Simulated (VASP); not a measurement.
# BP (F-43m) in VASP: further runs

The runs below take BP through single point, with r2SCAN.

Program: VASP 6.6.1. These are calculated values, not measurements. Logs are shortened: lines on timing, memory, paths and dates and some standing lists are left out, and cuts for length are marked.

## (1) The cell of the first run

Symmetry: F-43m, No. 216, cubic system. The conventional cell has a = 4.422 Å, b = 4.422 Å, c = 4.422 Å, α = 90.00°, β = 90.00°, γ = 90.00°. Within 2.5 Å of B (site symmetry -43m) lie 4 P at 1.91 Å. P (site symmetry -43m) has 4 B at 1.91 Å within 2.5 Å.

## (2) Single point, r2SCAN

POSCAR reads:

```
BP
1.0
    0.0000000000      2.2110775689      2.2110775689
    2.2110775689      0.0000000000      2.2110775689
    2.2110775689      2.2110775689      0.0000000000
B P
1 1
Direct
    0.0000000000      0.0000000000      0.0000000000
    0.7500000000      0.7500000000      0.7500000000
```

INCAR.step1 reads:

```
SYSTEM = BP
PREC     = Accurate       ! precision mode
ENCUT    = 520            ! plane-wave cutoff, eV
ISMEAR   = 0              ! smearing method
SIGMA    = 0.01           ! smearing width, eV
LREAL    = .FALSE.        ! projectors in reciprocal space
LASPH    = .TRUE.         ! aspherical terms in the spheres
NELM     = 60             ! most SCF steps
NBANDS   = 11             ! bands
GGA      = PE             ! functional
ALGO     = Normal         ! electronic algorithm
EDIFF    = 1E-4           ! SCF threshold, eV
LWAVE    = .TRUE.         ! write WAVECAR
LCHARG   = .FALSE.        ! write CHGCAR
```

INCAR.step2 reads:

```
SYSTEM = BP
PREC     = Accurate       ! precision mode
ENCUT    = 520            ! plane-wave cutoff, eV
EDIFF    = 1E-6           ! SCF threshold, eV
ISMEAR   = 0              ! smearing method
SIGMA    = 0.01           ! smearing width, eV
LREAL    = .FALSE.        ! projectors in reciprocal space
LASPH    = .TRUE.         ! aspherical terms in the spheres
NELM     = 60             ! most SCF steps
ALGO     = Normal         ! electronic algorithm
ISIF     = 2              ! what is computed and relaxed
LWAVE    = .FALSE.        ! write WAVECAR
LCHARG   = .TRUE.         ! write CHGCAR
METAGGA  = R2SCAN         ! meta-GGA
LMIXTAU  = .TRUE.       
LELF     = .TRUE.         ! ELF
LVHAR    = .TRUE.       
NBANDS   = 11             ! bands
ISTART   = 1
```

KPOINTS reads:

```
regular mesh
0
G
  8 8 8
  0 0 0
```

Potentials or basis: VASP PAW PBE potentials, release 64 (B, P).

On the command line:

```bash
$ cat potpaw_PBE.64/B/POTCAR potpaw_PBE.64/P/POTCAR > POTCAR
$ cp INCAR.step1 INCAR
$ mpirun -np 1 vasp_std > vasp.out
$ cp INCAR.step2 INCAR
$ mpirun -np 1 vasp_std > vasp.out
```

OUTCAR:

```text
SYSTEM = BP
   PREC = Accurate
   ENCUT = 520
   EDIFF = 1E-6
   ISMEAR = 0
   LREAL = .FALSE.
   LASPH = .TRUE.
   NELM = 60
   ISIF = 2
   METAGGA = R2SCAN
   ISTART = 1

 ion  position               nearest neighbor table
   1  0.000  0.000  0.000-   2 1.91   2 1.91   2 1.91   2 1.91
   2  0.750  0.750  0.750-   1 1.91   1 1.91   1 1.91   1 1.91

  LATTYP: Found a face centered cubic cell.
 ALAT       =     4.4221551378

  Lattice vectors:

 A1 = (   0.0000000000,   2.2110775689,   2.2110775689)
 A2 = (   2.2110775689,   0.0000000000,   2.2110775689)
 A3 = (   2.2110775689,   2.2110775689,   0.0000000000)

Analysis of symmetry for initial positions (statically):
=====================================================================
 Subroutine PRICEL returns:
 Original cell was already a primitive cell.

 Routine SETGRP: Setting up the symmetry group for a
 face centered cubic supercell.

 Subroutine GETGRP returns: Found 24 space group operations
 (whereof 24 operations were pure point group operations)
 out of a pool of 48 trial point group operations.

The static configuration has the point symmetry T_d .

Analysis of symmetry for dynamics (positions and initial velocities):
=====================================================================
 Subroutine PRICEL returns:
 Original cell was already a primitive cell.

 Routine SETGRP: Setting up the symmetry group for a
 face centered cubic supercell.

 Subroutine GETGRP returns: Found 24 space group operations
 (whereof 24 operations were pure point group operations)
 out of a pool of 48 trial point group operations.

The dynamic configuration has the point symmetry T_d .

 Subroutine INISYM returns: Found 24 space group operations
 (whereof 24 operations are pure point group operations),
 and found     1 'primitive' translations

----------------------------------------------------------------------------------------

                                     Primitive cell

  volume of cell :      21.6193

  direct lattice vectors                    reciprocal lattice vectors
     0.000000000  2.211077569  2.211077569    -0.226134084  0.226134084  0.226134084
     2.211077569  0.000000000  2.211077569     0.226134084 -0.226134084  0.226134084
     2.211077569  2.211077569  0.000000000     0.226134084  0.226134084 -0.226134084

  length of vectors
     3.126935885  3.126935885  3.126935885     0.391675722  0.391675722  0.391675722

  position of ions in fractional coordinates (direct lattice)
     0.000000000  0.000000000  0.000000000
     0.750000000  0.750000000  0.750000000

  ion indices of the primitive-cell ions
   primitive index   ion index
                 1           1
                 2           2

----------------------------------------------------------------------------------------

 KPOINTS: regular mesh

Automatic generation of k-mesh.
 Grid dimensions read from file:
 generate k-points for:    8    8    8

 Generating k-lattice:

  Cartesian coordinates                     Fractional coordinates (reciprocal lattice)
    -0.028266760  0.028266760  0.028266760     0.125000000  0.000000000  0.000000000
     0.028266760 -0.028266760  0.028266760     0.000000000  0.125000000  0.000000000
     0.028266760  0.028266760 -0.028266760     0.000000000  0.000000000  0.125000000

  Length of vectors
     0.048959465  0.048959465  0.048959465

  Shift w.r.t. Gamma in fractional coordinates (k-lattice)
     0.000000000  0.000000000  0.000000000

 Subroutine IBZKPT returns following result:
 ===========================================

 Found     29 irreducible k-points:

 Following reciprocal coordinates:
            Coordinates               Weight
  0.000000  0.000000  0.000000      1.000000
  0.125000  0.000000  0.000000      8.000000
  0.250000  0.000000  0.000000      8.000000
  0.375000  0.000000  0.000000      8.000000
  0.500000  0.000000  0.000000      4.000000
  0.125000  0.125000  0.000000      6.000000
[... 16 lines left out ...]
  0.500000  0.250000  0.125000     48.000000
 -0.375000  0.250000  0.125000     24.000000
 [... further k-points ...]
   k-points           NKPTS =     29   k-points in BZ     NKDIM =     29   number of bands    NBANDS=     11
   number of dos      NEDOS =    301   number of ions     NIONS =      2
   total plane-waves  NPLWV =  13824
   dimension x,y,z NGX =    24 NGY =   24 NGZ =   24
   dimension x,y,z NGXF=    48 NGYF=   48 NGZF=   48
   ions per type =               1   1
   NGX,Y,Z   is equivalent  to a cutoff of  12.76, 12.76, 12.76 a.u.
   NGXF,Y,Z  is equivalent  to a cutoff of  25.52, 25.52, 25.52 a.u.
 SYSTEM =  BP
   PREC   = accura    normal or accurate (medium, high low for compatibility)
   ISTART =      1    job   : 0-new  1-cont  2-samecut
   ICHARG =      0    charge: 1-file 2-atom 10-const
   ISPIN  =      1    spin polarized calculation?
   LNONCOLLINEAR =      F non collinear calculations
   LSORBIT =      F    spin-orbit coupling
   LASPH  =      T    aspherical Exc in radial PAW
   ENCUT  =  520.0 eV  38.22 Ry    6.18 a.u.   5.81  5.81  5.81*2*pi/ulx,y,z
   NELM   =     60;   NELMIN=  2; NELMDL=  0     # of ELM steps
   EDIFF  = 0.1E-05   stopping-criterion for ELM
   LREAL  =      F    real-space projection
   EDIFFG = 0.1E-04   stopping-criterion for IOM
   NSW    =      0    number of steps for IOM
   IBRION =     -1    ionic relax: 0-MD 1-quasi-New 2-CG
   NFREE  =      0    steps in history (QN), initial steepest desc. (CG)
   ISIF   =      2    stress and relaxation
   ISYM   =      2    0-nonsym 1-usesym 2-fastsym
   POTIM  = 0.5000    time-step for ionic-motion
   TEBEG  =    0.0;   TEEND  =   0.0 temperature during run
   PSTRESS=    0.0 pullay stress
   NELECT =       8.0000    total number of electrons
   NUPDOWN=      -1.0000    fix difference up-down
   EMIN   =  10.00;   EMAX   =-10.00  energy-range for DOS
   EFERMI =   0.00;   METHOD = LEGACY
   ISMEAR =     0;   SIGMA  =   0.01  broadening in eV -4-tet -1-fermi 0-gaus
   EFERMI_NEDOS =   21; number of points for ismear=-14 and -15
   IALGO  =     38    algorithm
   IMIX   =      4    mixing-type and parameters
     AMIX     =   0.40;   BMIX     =  1.00
     AMIX_MAG =   1.60;   BMIX_MAG =  1.00
  volume/ion in A,a.u.               =      10.81        72.95
  Fermi-wavevector in a.u.,A,eV,Ry     =   1.175324  2.221040 18.794897  1.381386
  Thomas-Fermi vector in A             =   2.311706
   LORBIT       =      0    0 simple, 1 ext, 2 COOP (PROOUT), +10 PAW based schemes
   METAGGA = R2SCAN    functional components
   LHFCALC =     F    Hartree Fock is set to
   AEXX    =    0.0000 exact exchange contribution
   IVDW    =     0    specifies the selected vdW correction
   LEPSILON=     F    determine dielectric tensor
   LRPA    =     F    only Hartree local field effects (RPA)
 non-spin polarized calculation
 Gauss-broadening in eV      SIGMA  =   0.01
  energy-cutoff  :      520.00
  volume of cell :       21.62
 maximum number of plane-waves:       604
   NGX = 11   NGY = 11   NGZ = 11

 number of electron       8.0000000 magnetization

 Free energy of the ion-electron system (eV)
  ---------------------------------------------------
  ext. energy  EPLUGINS =         0.00000000
  ---------------------------------------------------
  free energy    TOTEN  =       -17.23838322 eV

  energy without entropy =      -17.23838322  energy(sigma->0) =      -17.23838322

 E-fermi :   8.4243     XC(G=0): -11.8555

 val. band max:        8.3380268140   @ k =   0.0000   0.0000   0.0000
 cond. band min:       9.7177317099   @ k =   0.5000   0.5000   0.0000
 fundamental gap:      1.3797048958
 Fermi energy:         8.4242796836

 k-point     1 :       0.0000    0.0000    0.0000
  band No.  band energies     occupation
      1      -8.6549      2.00000
      2       8.3380      2.00000
      3       8.3380      2.00000
      4       8.3380      2.00000
      5      12.1093      0.00000
      6      12.1093      0.00000
      7      12.1093      0.00000
      8      17.6207      0.00000
      9      21.2101      0.00000
     10      21.2101      0.00000
     11      21.3641      0.00000

 k-point     2 :       0.1250    0.0000    0.0000
  band No.  band energies     occupation
      1      -8.3405      2.00000
      2       6.2988      2.00000
      3       7.8560      2.00000
      4       7.8560      2.00000
      5      12.7797      0.00000
      6      12.7797      0.00000
      7      12.8284      0.00000
      8      18.3066      0.00000
      9      20.2476      0.00000
     10      20.2476      0.00000
     11      22.2906      0.00000

 k-point     3 :       0.2500    0.0000    0.0000
  band No.  band energies     occupation
      1      -7.4153      2.00000
      2       2.9893      2.00000
      3       7.0868      2.00000
      4       7.0868      2.00000
      5      13.0976      0.00000
      6      13.6019      0.00000
      7      13.6019      0.00000
      8      19.4745      0.00000
      9      20.0340      0.00000
     10      20.0340      0.00000
     11      23.0131      0.00000

 k-point     4 :       0.3750    0.0000    0.0000
  band No.  band energies     occupation
      1      -5.9822      2.00000
      2      -0.0583      2.00000
      3       6.5575      2.00000
      4       6.5575      2.00000
      5      13.0252      0.00000
      6      13.5695      0.00000
      7      13.5695      0.00000
      8      19.6826      0.00000
      9      22.0146      0.00000
     10      22.0146      0.00000
     11      24.0356      0.00000
[... 239 lines left out ...]
 k-point    22 :       0.3750    0.2500    0.1250
  band No.  band energies     occupation
      1      -6.6017      2.00000
      2       2.9674      2.00000
      3       4.0657      2.00000
      4       6.1351      2.00000
      5      12.1837      0.00000
      6      14.8775      0.00000
      7      15.3863      0.00000
      8      16.8109      0.00000
      9      21.1727      0.00000
     10      23.7530      0.00000
     11      26.0395      0.00000

 k-point    23 :       0.5000    0.2500    0.1250
  band No.  band energies     occupation
      1      -5.1975      2.00000
      2       0.4998      2.00000
      3       3.3884      2.00000
      4       5.2474      2.00000
      5      12.8440      0.00000
      6      14.4412      0.00000
      7      16.5638      0.00000
      8      17.6847      0.00000
      9      22.2296      0.00000
     10      23.1040      0.00000
     11      27.1994      0.00000

 k-point    24 :      -0.3750    0.2500    0.1250
  band No.  band energies     occupation
      1      -4.0938      2.00000
      2      -1.0837      2.00000
      3       3.3226      2.00000
      4       4.8182      2.00000
      5      12.8993      0.00000
      6      14.1809      0.00000
      7      17.7569      0.00000
      8      19.3562      0.00000
      9      19.8457      0.00000
     10      24.2077      0.00000
     11      26.8398      0.00000

 [... further k-points ...]
[... 5 lines left out ...]
  --------------------------------------------------------------------------------------
  -------------------------------------------------------------------------------------
  Total        1.9425138      1.9425138      1.9425138     -0.0000000      0.0000000      0.0000000
  in kB      143.9569903    143.9569903    143.9569903     -0.0000000      0.0000000      0.0000000
  external PRESSURE =     143.9569903 kB  Pullay stress =       0.0000000 kB

 VOLUME and BASIS-vectors are now :
 -----------------------------------------------------------------------------
  energy-cutoff  :      520.00
  volume of cell :       21.62
      direct lattice vectors                 reciprocal lattice vectors
     0.000000000  2.211077569  2.211077569    -0.226134084  0.226134084  0.226134084
     2.211077569  0.000000000  2.211077569     0.226134084 -0.226134084  0.226134084
     2.211077569  2.211077569  0.000000000     0.226134084  0.226134084 -0.226134084

 POSITION                                       TOTAL-FORCE (eV/Angst)
 -----------------------------------------------------------------------------------
      0.00000      0.00000      0.00000         0.000000      0.000000     -0.000000
      3.31662      3.31662      3.31662        -0.000000     -0.000000      0.000000
 -----------------------------------------------------------------------------------
    total drift:                                0.000000      0.000000      0.000000

  FREE ENERGIE OF THE ION-ELECTRON SYSTEM (eV)
  ---------------------------------------------------
  free  energy   TOTEN  =       -17.2383832151 eV

  energy  without entropy=      -17.2383832151  energy(sigma->0) =      -17.23838322
```

It took 9.9 s on 1 thread of Intel Xeon 6975P-C (Granite Rapids), shared host; peak memory 0.13 GiB.

Results:

```
Free energy            : -17.2384 eV
Pressure               : 14.4 GPa
Band gap on the k mesh : 1.38 eV, indirect (least direct gap 3.77 eV)
```

Caveat: the PAW data sets were made with another functional, which shifts forces and pressure a little. r2SCAN opens gaps a little over a GGA but as a rule still falls short of measured ones.

[end of part 1 of 2]
